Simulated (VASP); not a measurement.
# TaN (WC type) (P-6m2) in VASP: a series of runs, part 2 of 2

VASP 6.6.1.

**3. Relaxation of cell and atoms, PBE, target pressure 260 GPa, at which the enthalpy is minimised**

This run uses another cell than the first one, of 7.61 Å³/atom.

Input file INCAR:

```
PREC = Accurate
ENCUT = 600
EDIFF = 1E-7
ISMEAR = -1
SIGMA = 0.1
LREAL = F
LASPH = T
NELM = 60
ALGO = Normal
ISIF = 3
LWAVE = F
LCHARG = F
GGA = PE
IBRION = 2
NSW = 32
EDIFFG = -0.005
PSTRESS = 2600.0
```

Input file KPOINTS:

```
Automatic mesh
0
Gamma
  17 17 15
```

Input file POSCAR:

```
TaN
1.0
    2.5940687578      0.0000000000      0.0000000000
   -1.2970343789      2.2465294434      0.0000000000
    0.0000000000      0.0000000000      2.6105459400
Ta N
1 1
Direct
    0.0000000000      0.0000000000      0.0000000000
    0.3333333333      0.6666666667      0.5000000000
```

Potentials or basis: VASP PAW PBE potentials, release 64 (Ta_pv, N).

Command:

```sh
$ cat potpaw_PBE.64/Ta_pv/POTCAR potpaw_PBE.64/N/POTCAR > POTCAR
$ mpirun -np 1 vasp_std > vasp.out
```

OUTCAR:

```text
PREC = Accurate
   ENCUT = 600
   EDIFF = 1E-7
   ISMEAR = -1
   LREAL = F
   LASPH = T
   NELM = 60
   ISIF = 3
   GGA = PE
   IBRION = 2
   NSW = 32
   EDIFFG = -0.005
   PSTRESS = 2600.0

 ion  position               nearest neighbor table
   1  0.000  0.000  0.000-   2 1.99   2 1.99   2 1.99   2 1.99   2 1.99   2 1.99
   2  0.333  0.667  0.500-   1 1.99   1 1.99   1 1.99   1 1.99   1 1.99   1 1.99

  LATTYP: Found a hexagonal cell.
 ALAT       =     2.5940687578
 C/A-ratio  =     1.0063518679

  Lattice vectors:

 A1 = (   2.5940687578,   0.0000000000,   0.0000000000)
 A2 = (  -1.2970343789,   2.2465294434,   0.0000000000)
 A3 = (   0.0000000000,   0.0000000000,   2.6105459400)

Analysis of symmetry for initial positions (statically):
=====================================================================
 Subroutine PRICEL returns:
 Original cell was already a primitive cell.

 Routine SETGRP: Setting up the symmetry group for a
 hexagonal supercell.

 Subroutine GETGRP returns: Found 12 space group operations
 (whereof 12 operations were pure point group operations)
 out of a pool of 24 trial point group operations.

The static configuration has the point symmetry D_3h.

Analysis of symmetry for dynamics (positions and initial velocities):
=====================================================================
 Subroutine PRICEL returns:
 Original cell was already a primitive cell.

 Routine SETGRP: Setting up the symmetry group for a
 hexagonal supercell.

 Subroutine GETGRP returns: Found 12 space group operations
 (whereof 12 operations were pure point group operations)
 out of a pool of 24 trial point group operations.

The dynamic configuration has the point symmetry D_3h.

 Subroutine INISYM returns: Found 12 space group operations
 (whereof 12 operations are pure point group operations),
 and found     1 'primitive' translations

[... 134 lines left out ...]

 number of electron      16.0000002 magnetization

 Free energy of the ion-electron system (eV)
  ---------------------------------------------------
  ext. energy  EPLUGINS =         0.00000000
  ---------------------------------------------------
  free energy    TOTEN  =       -18.40973434 eV

  energy without entropy =      -18.40364608  energy(sigma->0) =      -18.40669021

------------------------ aborting loop because EDIFF is reached ----------------------------------------

  FORCE on cell =-STRESS in cart. coord.  units (eV):
  Direction    XX          YY          ZZ          XY          YZ          ZX
  --------------------------------------------------------------------------------------
  -------------------------------------------------------------------------------------
  Total       25.1796357     25.1796357     25.2564173      0.0000000      0.0000000      0.0000000
  in kB     2651.7653225   2651.7653225   2659.8514864      0.0000000      0.0000000      0.0000000
  external PRESSURE =      54.4607105 kB  Pullay stress =    2600.0000000 kB
[... 139 lines left out ...]
--------------------------------------- Ionic step        5  -------------------------------------------

 number of electron      16.0000001 magnetization

 Free energy of the ion-electron system (eV)
  ---------------------------------------------------
  ext. energy  EPLUGINS =         0.00000000
  ---------------------------------------------------
  free energy    TOTEN  =       -18.51548432 eV

  energy without entropy =      -18.50940841  energy(sigma->0) =      -18.51244637

 E-fermi :  12.6625     XC(G=0): -15.3413

 val. band max:       12.6437811327   @ k =   0.4118   0.1176   0.4667
 cond. band min:      12.6774445372   @ k =   0.4706   0.0588   0.4000
 fundamental gap:      0.0336634045
 Fermi energy:        12.6624855713

 k-point     1 :       0.0000    0.0000    0.0000
  band No.  band energies     occupation
      1     -21.8422      2.00000
      2     -21.0095      2.00000
      3     -21.0095      2.00000
      4      -8.1629      2.00000
      5       6.0422      2.00000
      6       6.2143      2.00000
      7       6.2143      2.00000
      8       9.0497      2.00000
      9      17.4001      0.00000
     10      17.5051      0.00000
     11      17.5051      0.00000
     12      18.5134      0.00000
[... 331 lines left out ...]
 k-point    24 :       0.1765    0.1765    0.0000
  band No.  band energies     occupation
      1     -23.2329      2.00000
      2     -21.7678      2.00000
      3     -21.4672      2.00000
      4      -5.4040      2.00000
      5       3.1438      2.00000
      6       6.0101      2.00000
      7       7.4950      2.00000
      8       8.8055      2.00000
      9      14.2919      0.00000
     10      15.9781      0.00000
     11      19.5452      0.00000
     12      21.2642      0.00000

 [... further k-points ...]

------------------------ aborting loop because EDIFF is reached ----------------------------------------

  FORCE on cell =-STRESS in cart. coord.  units (eV):
  Direction    XX          YY          ZZ          XY          YZ          ZX
  --------------------------------------------------------------------------------------
  -------------------------------------------------------------------------------------
  Total       24.8019714     24.8019714     24.7836275      0.0000000      0.0000000      0.0000000
  in kB     2600.9667408   2600.9667407   2599.0430237      0.0000000      0.0000000      0.0000000
  external PRESSURE =       0.3255017 kB  Pullay stress =    2600.0000000 kB
[... 21 lines left out ...]
  energy  without entropy=      -18.5094084130  energy(sigma->0) =      -18.51244637

  enthalpy is  TOTEN    =         6.2772685917 eV   P V=       24.7927529137

 reached required accuracy - stopping structural energy minimisation
```

It took 78 s on 1 thread of Intel Xeon Platinum 8488C (Sapphire Rapids), shared host; peak memory 0.21 GiB.

What came out:

| Property | Result |
| --- | --- |
| Free energy | -18.5155 eV |
| Relaxed volume | 7.64 Å³/atom |
| Relaxed cell | a = 2.597 Å, b = 2.597 Å, c = 2.615 Å, α = 90.00°, β = 90.00°, γ = 120.00° |
| Space group after relaxing (to 0.1 Å) | P-6m2 (No. 187) |
| Energy change on relaxing (the run minimises the enthalpy) | -52.9 meV/atom |
| Ionic steps | 5 |
| Pressure after relaxing | 260.0 GPa |
| Band gap on the k mesh | zero (bands 8 and 9 overlap by 1.10 eV) |

Stress tensor (GPa, compression positive):
```
260.10   0.00   0.00
  0.00 260.10   0.00
  0.00   0.00 259.90
```

The path:
| step | energy change (eV) | largest force (eV/Å) | pressure (GPa) | volume (Å³) |
| --- | --- | --- | --- | --- |
| 1 | 0.0000 | 0.0000 | 265.45 | 15.21 |
| 2 | -0.8716 | 0.0000 | 220.43 | 15.79 |
| 3 | -0.1085 | 0.0000 | 259.91 | 15.28 |
| 4 | -0.1064 | 0.0000 | 260.02 | 15.28 |
| 5 | -0.1058 | 0.0000 | 260.03 | 15.28 |

Final structure:
```
CELL_PARAMETERS angstrom
2.59727 0.00000 0.00000
-1.29863 2.24930 0.00000
0.00000 0.00000 2.61516
ATOMIC_POSITIONS crystal
Ta 0.00000 0.00000 0.00000
N 0.33333 0.66667 0.50000
```

Caveat: the cell is relaxed towards a set pressure, so the run minimises the enthalpy, not the energy; spin-orbit coupling is left out, which moves the levels of the heavy elements.
